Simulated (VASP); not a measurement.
# CdS (Hawleyite) (F-43m) in VASP: further runs

CdS (Hawleyite) is run at these levels: PBE; tasks: relaxation of cell and atoms, single point.

Program: VASP 6.6.1. These are calculated values, not measurements. Logs are shortened: lines on timing, memory, paths and dates and some standing lists are left out, and cuts for length are marked.

### Step 1. The cell of the first run

Symmetry: F-43m, No. 216, cubic system. The conventional cell has a = 5.833 Å, b = 5.833 Å, c = 5.833 Å, α = 90.00°, β = 90.00°, γ = 90.00°. Within 3.3 Å of Cd (site symmetry -43m) lie 4 S at 2.53 Å. S (site symmetry -43m) has 4 Cd at 2.53 Å within 3.3 Å.

### Step 2. Relaxation of cell and atoms, PBE, target pressure 5 GPa, at which the enthalpy is minimised

Contents of INCAR:

```
SYSTEM = CdS
ALGO = Normal
EDIFF = 1E-6
EDIFFG = -0.01
ENCUT = 600
GGA = PE
IBRION = 2
ISIF = 3
ISMEAR = 0
LASPH = .True.
LCHARG = .False.
LREAL = .False.
LWAVE = .False.
NELM = 60
NSW = 80
PREC = Accurate
PSTRESS = 50.0
SIGMA = 0.01
```

Contents of KPOINTS:

```
k-points
0
Gamma
  6 6 6
  0 0 0
```

Contents of POSCAR:

```
CdS
1.0
    0.0000000000      2.9165000000      2.9165000000
    2.9165000000      0.0000000000      2.9165000000
    2.9165000000      2.9165000000      0.0000000000
Cd S
1 1
Direct
    0.0000000000      0.0000000000      0.0000000000
    0.2500000000      0.2500000000      0.2500000000
```

Potentials or basis: VASP PAW PBE potentials, release 64 (Cd, S).

Launch:

```console
$ cat potpaw_PBE.64/Cd/POTCAR potpaw_PBE.64/S/POTCAR > POTCAR
$ mpirun -np 1 vasp_std > vasp.out
```

OUTCAR:

```text
SYSTEM = CdS
   EDIFF = 1E-6
   EDIFFG = -0.01
   ENCUT = 600
   GGA = PE
   IBRION = 2
   ISIF = 3
   ISMEAR = 0
   LASPH = .True.
   LREAL = .False.
   NELM = 60
   NSW = 80
   PREC = Accurate
   PSTRESS = 50.0

 ion  position               nearest neighbor table
   1  0.000  0.000  0.000-   2 2.53   2 2.53   2 2.53   2 2.53
   2  0.250  0.250  0.250-   1 2.53   1 2.53   1 2.53   1 2.53

  LATTYP: Found a face centered cubic cell.
 ALAT       =     5.8330000000

  Lattice vectors:

 A1 = (   0.0000000000,   2.9165000000,   2.9165000000)
 A2 = (   2.9165000000,   0.0000000000,   2.9165000000)
 A3 = (   2.9165000000,   2.9165000000,   0.0000000000)

Analysis of symmetry for initial positions (statically):
=====================================================================
 Subroutine PRICEL returns:
 Original cell was already a primitive cell.

 Routine SETGRP: Setting up the symmetry group for a
 face centered cubic supercell.

 Subroutine GETGRP returns: Found 24 space group operations
 (whereof 24 operations were pure point group operations)
 out of a pool of 48 trial point group operations.

The static configuration has the point symmetry T_d .

Analysis of symmetry for dynamics (positions and initial velocities):
=====================================================================
 Subroutine PRICEL returns:
 Original cell was already a primitive cell.

 Routine SETGRP: Setting up the symmetry group for a
 face centered cubic supercell.

 Subroutine GETGRP returns: Found 24 space group operations
 (whereof 24 operations were pure point group operations)
 out of a pool of 48 trial point group operations.

The dynamic configuration has the point symmetry T_d .

 Subroutine INISYM returns: Found 24 space group operations
 (whereof 24 operations are pure point group operations),
 and found     1 'primitive' translations

----------------------------------------------------------------------------------------

                                     Primitive cell

  volume of cell :      49.6153

  direct lattice vectors                    reciprocal lattice vectors
     0.000000000  2.916500000  2.916500000    -0.171438368  0.171438368  0.171438368
     2.916500000  0.000000000  2.916500000     0.171438368 -0.171438368  0.171438368
     2.916500000  2.916500000  0.000000000     0.171438368  0.171438368 -0.171438368

  length of vectors
     4.124553855  4.124553855  4.124553855     0.296939964  0.296939964  0.296939964

  position of ions in fractional coordinates (direct lattice)
     0.000000000  0.000000000  0.000000000
     0.250000000  0.250000000  0.250000000

  ion indices of the primitive-cell ions
   primitive index   ion index
                 1           1
                 2           2

----------------------------------------------------------------------------------------

 KPOINTS: k-points

Automatic generation of k-mesh.
 Grid dimensions read from file:
 generate k-points for:    6    6    6

 Generating k-lattice:

  Cartesian coordinates                     Fractional coordinates (reciprocal lattice)
    -0.028573061  0.028573061  0.028573061     0.166666667  0.000000000  0.000000000
     0.028573061 -0.028573061  0.028573061     0.000000000  0.166666667  0.000000000
     0.028573061  0.028573061 -0.028573061     0.000000000  0.000000000  0.166666667

  Length of vectors
     0.049489994  0.049489994  0.049489994

  Shift w.r.t. Gamma in fractional coordinates (k-lattice)
     0.000000000  0.000000000  0.000000000

 Subroutine IBZKPT returns following result:
 ===========================================

 Found     16 irreducible k-points:

 Following reciprocal coordinates:
            Coordinates               Weight
  0.000000  0.000000  0.000000      1.000000
  0.166667  0.000000  0.000000      8.000000
  0.333333  0.000000  0.000000      8.000000
  0.500000  0.000000  0.000000      4.000000
  0.166667  0.166667  0.000000      6.000000
  0.333333  0.166667  0.000000     24.000000
[... 8 lines left out ...]
 -0.333333  0.333333  0.166667     24.000000
 -0.333333  0.500000  0.166667     12.000000
   k-points           NKPTS =     16   k-points in BZ     NKDIM =     16   number of bands    NBANDS=     13
   number of dos      NEDOS =    301   number of ions     NIONS =      2
   total plane-waves  NPLWV =  46656
   dimension x,y,z NGX =    36 NGY =   36 NGZ =   36
   dimension x,y,z NGXF=    72 NGYF=   72 NGZF=   72
   ions per type =               1   1
   NGX,Y,Z   is equivalent  to a cutoff of  14.51, 14.51, 14.51 a.u.
   NGXF,Y,Z  is equivalent  to a cutoff of  29.02, 29.02, 29.02 a.u.
 SYSTEM =  CdS
   PREC   = accura    normal or accurate (medium, high low for compatibility)
   ISTART =      0    job   : 0-new  1-cont  2-samecut
   ICHARG =      2    charge: 1-file 2-atom 10-const
   ISPIN  =      1    spin polarized calculation?
   LNONCOLLINEAR =      F non collinear calculations
   LSORBIT =      F    spin-orbit coupling
   LASPH  =      T    aspherical Exc in radial PAW
   ENCUT  =  600.0 eV  44.10 Ry    6.64 a.u.   8.24  8.24  8.24*2*pi/ulx,y,z
   NELM   =     60;   NELMIN=  2; NELMDL= -5     # of ELM steps
   EDIFF  = 0.1E-05   stopping-criterion for ELM
   LREAL  =      F    real-space projection
   EDIFFG = -.1E-01   stopping-criterion for IOM
   NSW    =     80    number of steps for IOM
   IBRION =      2    ionic relax: 0-MD 1-quasi-New 2-CG
   NFREE  =      1    steps in history (QN), initial steepest desc. (CG)
   ISIF   =      3    stress and relaxation
   ISYM   =      2    0-nonsym 1-usesym 2-fastsym
   POTIM  = 0.5000    time-step for ionic-motion
   TEBEG  =    0.0;   TEEND  =   0.0 temperature during run
   PSTRESS=   50.0 pullay stress
   NELECT =      18.0000    total number of electrons
   NUPDOWN=      -1.0000    fix difference up-down
   EMIN   =  10.00;   EMAX   =-10.00  energy-range for DOS
   EFERMI =   0.00;   METHOD = LEGACY
   ISMEAR =     0;   SIGMA  =   0.01  broadening in eV -4-tet -1-fermi 0-gaus
   EFERMI_NEDOS =   21; number of points for ismear=-14 and -15
   IALGO  =     38    algorithm
   IMIX   =      4    mixing-type and parameters
     AMIX     =   0.40;   BMIX     =  1.00
     AMIX_MAG =   1.60;   BMIX_MAG =  1.00
  volume/ion in A,a.u.               =      24.81       167.41
  Fermi-wavevector in a.u.,A,eV,Ry     =   1.167599  2.206442 18.548649  1.363287
  Thomas-Fermi vector in A             =   2.304097
   LORBIT       =      0    0 simple, 1 ext, 2 COOP (PROOUT), +10 PAW based schemes
   GGA     = PE    functional components
   LHFCALC =     F    Hartree Fock is set to
   AEXX    =    0.0000 exact exchange contribution
   IVDW    =     0    specifies the selected vdW correction
   LEPSILON=     F    determine dielectric tensor
   LRPA    =     F    only Hartree local field effects (RPA)
 conjugate gradient relaxation of ions
 non-spin polarized calculation
 Gauss-broadening in eV      SIGMA  =   0.01
  energy-cutoff  :      600.00
  volume of cell :       49.62
 maximum number of plane-waves:      1676
 NGX is ok and might be reduce to    36
   NGX = 17   NGY = 17   NGZ = 17

--------------------------------------- Ionic step        1  -------------------------------------------

 number of electron      17.9999999 magnetization

 Free energy of the ion-electron system (eV)
  ---------------------------------------------------
  ext. energy  EPLUGINS =         0.00000000
  ---------------------------------------------------
  free energy    TOTEN  =        -6.11897152 eV

  energy without entropy =       -6.11897152  energy(sigma->0) =       -6.11897152

------------------------ aborting loop because EDIFF is reached ----------------------------------------

  FORCE on cell =-STRESS in cart. coord.  units (eV):
  Direction    XX          YY          ZZ          XY          YZ          ZX
  --------------------------------------------------------------------------------------
  -------------------------------------------------------------------------------------
  Total        0.9865631      0.9865631      0.9865631     -0.0000000      0.0000000      0.0000000
  in kB       31.8580728     31.8580728     31.8580728     -0.0000000      0.0000000      0.0000000
  external PRESSURE =     -18.1419272 kB  Pullay stress =      50.0000000 kB

 VOLUME and BASIS-vectors are now :
 -----------------------------------------------------------------------------
  energy-cutoff  :      600.00
  volume of cell :       49.62
      direct lattice vectors                 reciprocal lattice vectors
     0.000000000  2.916500000  2.916500000    -0.171438368  0.171438368  0.171438368
     2.916500000  0.000000000  2.916500000     0.171438368 -0.171438368  0.171438368
     2.916500000  2.916500000  0.000000000     0.171438368  0.171438368 -0.171438368
[... 46 lines left out ...]
  FREE ENERGIE OF THE ION-ELECTRON SYSTEM (eV)
  ---------------------------------------------------
  free  energy   TOTEN  =        -6.0613190570 eV

  energy  without entropy=       -6.0613190570  energy(sigma->0) =       -6.06131906

  enthalpy is  TOTEN    =        -4.5750463495 eV   P V=        1.4862727075

--------------------------------------- Ionic step        3  -------------------------------------------

 number of electron      18.0000001 magnetization

 Free energy of the ion-electron system (eV)
  ---------------------------------------------------
  ext. energy  EPLUGINS =         0.00000000
  ---------------------------------------------------
  free energy    TOTEN  =        -6.08737255 eV

  energy without entropy =       -6.08737255  energy(sigma->0) =       -6.08737255

 E-fermi :   1.6226     XC(G=0):  -9.2684

 val. band max:        1.5387740785   @ k =   0.0000   0.0000   0.0000
 cond. band min:       2.7427079757   @ k =   0.0000   0.0000   0.0000
 fundamental gap:      1.2039338972
 Fermi energy:         1.6226470473

 k-point     1 :       0.0000    0.0000    0.0000
  band No.  band energies     occupation
      1     -10.9907      2.00000
      2      -6.2885      2.00000
      3      -6.2885      2.00000
      4      -6.2885      2.00000
      5      -5.7730      2.00000
      6      -5.7730      2.00000
      7       1.5388      2.00000
      8       1.5388      2.00000
      9       1.5388      2.00000
     10       2.7427      0.00000
     11       8.0764      0.00000
     12       8.0764      0.00000
     13       8.0764      0.00000

 k-point     2 :       0.1667    0.0000    0.0000
  band No.  band energies     occupation
      1     -10.8785      2.00000
      2      -6.2482      2.00000
      3      -6.2482      2.00000
      4      -6.1867      2.00000
      5      -5.7740      2.00000
      6      -5.7739      2.00000
      7      -0.0020      2.00000
      8       1.3231      2.00000
      9       1.3231      2.00000
     10       3.9099      0.00000
     11       7.7561      0.00000
[... 246 lines left out ...]
 POSITION                                       TOTAL-FORCE (eV/Angst)
 -----------------------------------------------------------------------------------
      0.00000      0.00000      0.00000        -0.000000     -0.000000     -0.000000
      1.44596      1.44596      1.44596         0.000000      0.000000      0.000000
 -----------------------------------------------------------------------------------
    total drift:                               -0.000000     -0.000000     -0.000000

  FREE ENERGIE OF THE ION-ELECTRON SYSTEM (eV)
  ---------------------------------------------------
  free  energy   TOTEN  =        -6.0873725539 eV

  energy  without entropy=       -6.0873725539  energy(sigma->0) =       -6.08737255

  enthalpy is  TOTEN    =        -4.5778283907 eV   P V=        1.5095441632

 reached required accuracy - stopping structural energy minimisation
```

It took 54 s on 1 thread of AMD EPYC 7R13 (Zen 3), shared host; peak memory 0.17 GiB.

What came out:

| Property | Result |
| --- | --- |
| Free energy | -6.0874 eV |
| Relaxed volume | 24.19 Å³/atom |
| Relaxed cell | a = 4.090 Å, b = 4.090 Å, c = 4.090 Å, α = 60.00°, β = 60.00°, γ = 60.00° |
| Space group after relaxing (to 0.05 Å) | F-43m (No. 216) |
| Energy change on relaxing (the enthalpy is what falls) | +15.8 meV/atom |
| Ionic steps | 3 |
| Pressure after relaxing | 5.0 GPa |
| Band gap on the k mesh | 1.20 eV, direct |

Step by step:
| step | energy change (eV) | largest force (eV/Å) | pressure (GPa) | volume (Å³) |
| --- | --- | --- | --- | --- |
| 1 | 0.0000 | 0.0000 | 3.19 | 49.62 |
| 2 | 0.0577 | 0.0000 | 6.20 | 47.63 |
| 3 | 0.0316 | 0.0000 | 4.96 | 48.37 |

Final structure:
```
Cd S
1.0
     0.00000    2.89191    2.89191
     2.89191    0.00000    2.89191
     2.89191    2.89191    0.00000
Cd S
1 1
Direct
  0.00000 0.00000 0.00000
  0.25000 0.25000 0.25000
```

Levels at points of the mesh, in eV from the valence-band top:
| k point | band 5 | band 6 | band 7 | band 8 | band 9 | band 10 | band 11 | band 12 | band 13 |
| --- | --- | --- | --- | --- | --- | --- | --- | --- | --- |
| (0.00, 0.00, 0.00) | -7.31 | -7.31 | 0.00 | 0.00 | 0.00 | 1.20 | 6.54 | 6.54 | 6.54 |
| (0.50, 0.00, 0.00) | -7.27 | -6.91 | -4.56 | -0.79 | -0.79 | 3.05 | 7.01 | 7.01 | 7.55 |
| (0.50, 0.50, 0.00) | -7.22 | -6.84 | -4.07 | -1.97 | -1.97 | 3.51 | 4.38 | 9.34 | 10.93 |

Caveat: the cell is relaxed towards a set pressure, so the enthalpy falls and the energy may rise. A hybrid or GW would open this gap; PBE tends to underestimate it.

### Step 3. Relaxation of cell and atoms, PBE, target pressure 10 GPa, at which the enthalpy is minimised

Contents of INCAR:

```
SYSTEM = CdS
  PREC = Accurate
  ENCUT = 600
  EDIFF = 1E-6
  ISMEAR = 0
  SIGMA = 0.01
  LREAL = .False.
  LASPH = .True.
  NELM = 100
  ALGO = Normal
  ISIF = 3
  LWAVE = .False.
  LCHARG = .False.
  GGA = PE
  IBRION = 2
  NSW = 80
  EDIFFG = -0.01
  PSTRESS = 100.0
```

Contents of KPOINTS:

```
Automatic mesh
0
Gamma
  6 6 6
  0 0 0
```

POSCAR is that of step 2.

Potentials or basis: VASP PAW PBE potentials, release 64 (Cd, S).

Launch:

```console
$ cat potpaw_PBE.64/Cd/POTCAR potpaw_PBE.64/S/POTCAR > POTCAR
$ mpirun -np 1 vasp_std > vasp.out
```

OUTCAR:

```text
SYSTEM = CdS
   PREC = Accurate
   ENCUT = 600
   EDIFF = 1E-6
   ISMEAR = 0
   LREAL = .False.
   LASPH = .True.
   NELM = 100
   ISIF = 3
   GGA = PE
   IBRION = 2
   NSW = 80
   EDIFFG = -0.01
   PSTRESS = 100.0

 ion  position               nearest neighbor table
   1  0.000  0.000  0.000-   2 2.53   2 2.53   2 2.53   2 2.53
   2  0.250  0.250  0.250-   1 2.53   1 2.53   1 2.53   1 2.53

  LATTYP: Found a face centered cubic cell.
 ALAT       =     5.8330000000

  Lattice vectors:

 A1 = (   0.0000000000,   2.9165000000,   2.9165000000)
 A2 = (   2.9165000000,   0.0000000000,   2.9165000000)
 A3 = (   2.9165000000,   2.9165000000,   0.0000000000)

Analysis of symmetry for initial positions (statically):
=====================================================================
[... 173 lines left out ...]
  Total        0.9865631      0.9865631      0.9865631     -0.0000000      0.0000000      0.0000000
  in kB       31.8580728     31.8580728     31.8580728     -0.0000000      0.0000000      0.0000000
  external PRESSURE =     -68.1419272 kB  Pullay stress =     100.0000000 kB
[... 101 lines left out ...]
--------------------------------------- Ionic step        4  -------------------------------------------

 number of electron      18.0000001 magnetization

 Free energy of the ion-electron system (eV)
  ---------------------------------------------------
  ext. energy  EPLUGINS =         0.00000000
  ---------------------------------------------------
  free energy    TOTEN  =        -5.95880973 eV

  energy without entropy =       -5.95880973  energy(sigma->0) =       -5.95880973

 E-fermi :   2.1769     XC(G=0):  -9.5516

 val. band max:        2.0884784226   @ k =   0.0000   0.0000   0.0000
 cond. band min:       3.4171880713   @ k =   0.0000   0.0000   0.0000
 fundamental gap:      1.3287096486
 Fermi energy:         2.1769114342

 k-point     1 :       0.0000    0.0000    0.0000
  band No.  band energies     occupation
      1     -10.8436      2.00000
      2      -5.9987      2.00000
      3      -5.9987      2.00000
      4      -5.9987      2.00000
      5      -5.3932      2.00000
      6      -5.3932      2.00000
      7       2.0885      2.00000
      8       2.0885      2.00000
      9       2.0885      2.00000
     10       3.4172      0.00000
     11       8.5936      0.00000
     12       8.5936      0.00000
     13       8.5936      0.00000
[... 271 lines left out ...]
  energy  without entropy=       -5.9588097340  energy(sigma->0) =       -5.95880973

  enthalpy is  TOTEN    =        -3.1132653512 eV   P V=        2.8455443828

 reached required accuracy - stopping structural energy minimisation
```

OSZICAR:

```text
N       E                     dE             d eps       ncg     rms          rms(c)
DAV:   1     0.115199843022E+03    0.11520E+03   -0.99322E+03   424   0.142E+03
DAV:   2    -0.151320460984E+01   -0.11671E+03   -0.11235E+03   496   0.305E+02
DAV:   3    -0.662450799626E+01   -0.51113E+01   -0.50965E+01   486   0.660E+01
DAV:   4    -0.666414421214E+01   -0.39636E-01   -0.39627E-01   471   0.579E+00
[... 34 lines left out ...]
       N       E                     dE             d eps       ncg     rms          rms(c)
DAV:   1    -0.595928319429E+01    0.43139E-02   -0.95940E-03   446   0.142E+00    0.164E-01
DAV:   2    -0.595885340431E+01    0.42979E-03   -0.10413E-03   451   0.572E-01    0.651E-02
DAV:   3    -0.595881055887E+01    0.42845E-04   -0.12055E-04   451   0.140E-01    0.528E-02
DAV:   4    -0.595880973397E+01    0.82490E-06   -0.83675E-06   426   0.345E-02
   4 F= -.31132654E+01 E0= -.31132654E+01  d E =-.910382E-01
```

CONTCAR:

```text
CdS
   1.00000000000000
    -0.0000000000000000    2.8354064101096257    2.8354064101096257
     2.8354064101096257   -0.0000000000000000    2.8354064101096257
     2.8354064101096257    2.8354064101096257    0.0000000000000000
  Cd              S
     1     1
Direct
     1.0000000000000000    1.0000000000000000    1.0000000000000000
     0.2500000000000000    0.2500000000000000    0.2500000000000000

  0.00000000E+00  0.00000000E+00  0.00000000E+00
  0.00000000E+00  0.00000000E+00  0.00000000E+00
```

It took 74 s on 1 thread of AMD EPYC 7R13 (Zen 3), shared host; peak memory 0.16 GiB.

What came out:

- Free energy: -5.9588 eV
- Relaxed volume: 22.80 Å³/atom
- Relaxed cell: a = 4.010 Å, b = 4.010 Å, c = 4.010 Å, α = 60.00°, β = 60.00°, γ = 60.00°
- Space group after relaxing (to 0.05 Å): F-43m (No. 216)
- Energy change on relaxing (the enthalpy is what falls): +80.1 meV/atom
- Ionic steps: 4
- Pressure after relaxing: 10.0 GPa
- Band gap on the k mesh: 1.33 eV, direct

Step by step:
```
step  energy change (eV)  largest force (eV/Å)  pressure (GPa)  volume (Å³)
   1              0.0000                0.0000            3.19        49.62
   2              0.4348                0.0000           18.14        42.42
   3              0.1554                0.0000            9.91        45.67
   4              0.1602                0.0000           10.03        45.59
```

Final structure:
```
Cd S
1.0
     0.00000    2.83541    2.83541
     2.83541    0.00000    2.83541
     2.83541    2.83541    0.00000
Cd S
1 1
Direct
  0.00000 0.00000 0.00000
  0.25000 0.25000 0.25000
```

Caveat: the cell is relaxed towards a set pressure, so the enthalpy falls and the energy may rise. Expect the measured gap to be larger: semilocal functionals such as PBE lack the derivative discontinuity.

(Continued in part 2 of 2.)
